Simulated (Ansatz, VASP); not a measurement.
**One calculation of BiAs, two programs**

INCAR

```
PREC = Accurate
ENCUT = 520
EDIFF = 1E-6
ISMEAR = -1
SIGMA = 0.03
LREAL = F
LASPH = T
NELM = 80
ALGO = Normal
ISIF = 2
LWAVE = F
LCHARG = F
GGA = PE
NBANDS = 17
```

Contents of KPOINTS:

```
regular mesh
0
Gamma
  11 11 11
```

Contents of POSCAR:

```
BiAs
1.0
    0.0000000000      2.9962686446      2.9962686446
    2.9962686446      0.0000000000      2.9962686446
    2.9962686446      2.9962686446      0.0000000000
As Bi
1 1
Direct
    0.0000000000      0.0000000000      0.0000000000
    0.5000000000      0.5000000000      0.5000000000
```

Input for Ansatz:

```yaml
crystal:
  lattice:
    - [0.0, 2.9962686446, 2.9962686446]
    - [2.9962686446, 0.0, 2.9962686446]
    - [2.9962686446, 2.9962686446, 0.0]
  atoms:
    - { symbol: As, position: [0.0, 0.0, 0.0] }
    - { symbol: Bi, position: [0.5, 0.5, 0.5] }
kpoints:
  mp_grid: { grid: [11, 11, 11] }
scf:
  occupations: { method: fermi_dirac, width: 0.03 }
hamiltonian:
  xc: pbe
  pseudopotentials: { kind: all_electron, lapw: { basis_error: 0.00025 } }
output:
  forces: true
  stress: true
  eigenvalues: true
```

Change from the starting cell: volume scaled by 0.98.

Alike in both runs: task single point; functional PBE; k mesh 11 × 11 × 11; occupations fermi-dirac, width 0.03 eV; no spin polarisation.

|  | VASP | Ansatz |
| --- | --- | --- |
| version | VASP 6.6.1 | Ansatz 0.2.0 |
| potentials or method | VASP PAW PBE potentials, release 64 (As, Bi_d), cutoff 520 eV | all-electron LAPW, scalar-relativistic |

|  | VASP | Ansatz | Ansatz less VASP |
| --- | --- | --- | --- |
| pressure (GPa) | 1.3 | 1.3 | +0.02 |

Ansatz ran all-electron here, and VASP with PAW potentials.

Neither program's run includes spin-orbit coupling.
